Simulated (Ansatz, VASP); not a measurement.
**Ge: VASP beside Ansatz**

File INCAR:

```
SYSTEM = Ge
PREC = Accurate
ENCUT = 520
EDIFF = 1E-6
ISMEAR = 0
SIGMA = 0.1
LREAL = .FALSE.
LASPH = .TRUE.
NELM = 60
ALGO = Normal
ISIF = 2
LWAVE = .FALSE.
LCHARG = .FALSE.
GGA = CA
NBANDS = 21
```

File KPOINTS:

```
Automatic mesh
0
G
  14 14 14
  0 0 0
```

Contents of POSCAR:

```
Ge
1.0
    0.0000000000      2.8658384503      2.8658384503
    2.8658384503      0.0000000000      2.8658384503
    2.8658384503      2.8658384503      0.0000000000
Ge
2
Direct
    0.5000000000      0.5000000000      0.5000000000
    0.7500000000      0.7500000000      0.7500000000
```

Input for Ansatz:

```yaml
crystal:
  lattice:
    - [0.0, 2.8658384503, 2.8658384503]
    - [2.8658384503, 0.0, 2.8658384503]
    - [2.8658384503, 2.8658384503, 0.0]
  atoms:
    - { symbol: Ge, position: [0.5, 0.5, 0.5] }
    - { symbol: Ge, position: [0.75, 0.75, 0.75] }
basis:
  ecutwfc: 420
kpoints:
  mp_grid: { grid: [14, 14, 14] }
hamiltonian:
  xc: lda
  pseudopotentials: { kind: paw, azcp: { folder: soft_1 } }
scf:
  occupations: { method: gaussian, width: 0.1 }
output:
  forces: true
  stress: true
  eigenvalues: true
```

Alike in both runs: task single point; functional LDA; k mesh 14 × 14 × 14; occupations gaussian, width 0.1 eV; no spin polarisation.

```csv
,VASP,Ansatz
version,VASP 6.6.1,Ansatz 0.2.0
potentials or method,"VASP PAW LDA potentials, release 64 (Ge_d), cutoff 520 eV","scalar-relativistic, plane waves, PAW"
valence electrons in the cell,28,28
```

|  | VASP | Ansatz | Ansatz less VASP |
| --- | --- | --- | --- |
| gap on the k mesh at the Fermi level (eV) | none | none | - |
| pressure (GPa) | -3.5 | -3.6 | -0.15 |

Ansatz warns that its potentials were made for another functional, while VASP's fit it. LDA's correlation is that of Perdew and Zunger in VASP and of Perdew and Wang (1992) in Ansatz. A gap of «none» marks a metal or a gap that the smearing closes.
